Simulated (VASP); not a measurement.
Set up this calculation in VASP 6.6.1, as the native input.

- Task: single point
- Functional: LDA
- Potentials or basis: VASP PAW LDA potentials, release 64 (Ga_d, N_h)
- Cutoff: 1330 eV
- k mesh: 10 × 10 × 10
- Occupations: gaussian, width 0.01 eV
- Spin: no spin polarisation
- Dipole correction: no
- Further INCAR settings: ALGO = Normal; EDIFF = 1e-06; NBANDS = 16

The structure of GaN lies in POSCAR:

```
GaN
1.0
    2.2038781859      2.2038781859      0.0000000000
   -2.2038781859      2.2038781859      0.0000000000
    0.0000000000      2.2038781859      2.2038781859
Ga N
1 1
Direct
    0.0000000000      0.0000000000      0.0000000000
    0.2500000000      0.7500000000      0.5000000000
```

The input as run:

INCAR

```
  PREC = Accurate
  ENCUT = 1330
  EDIFF = 1E-6
  ISMEAR = 0
  SIGMA = 0.01
  LREAL = F
  LASPH = T
  NELM = 120
  ALGO = Normal
  ISIF = 2
  LWAVE = F
  LCHARG = F
  GGA = CA
  NBANDS = 16
  GGA_COMPAT = F
```

KPOINTS

```
Automatic mesh
0
Gamma
  10 10 10
```

Potentials or basis: VASP PAW LDA potentials, release 64 (Ga_d, N_h).

Command:

```sh
$ cat potpaw_LDA.64/Ga_d/POTCAR potpaw_LDA.64/N_h/POTCAR > POTCAR
$ mpirun -np 1 vasp_std > vasp.out
```

Results of the run:

```json
{
  "Pressure": "8.1 GPa",
  "Band gap on the k mesh": "2.18 eV"
}
```

Caveat: the cell stands under pressure.

Run time: 62 s on 1 thread of Intel(R) Xeon(R) Platinum 8375C CPU @ 2.90GHz (Ice Lake), on a shared host, peak memory 0.24 GiB.
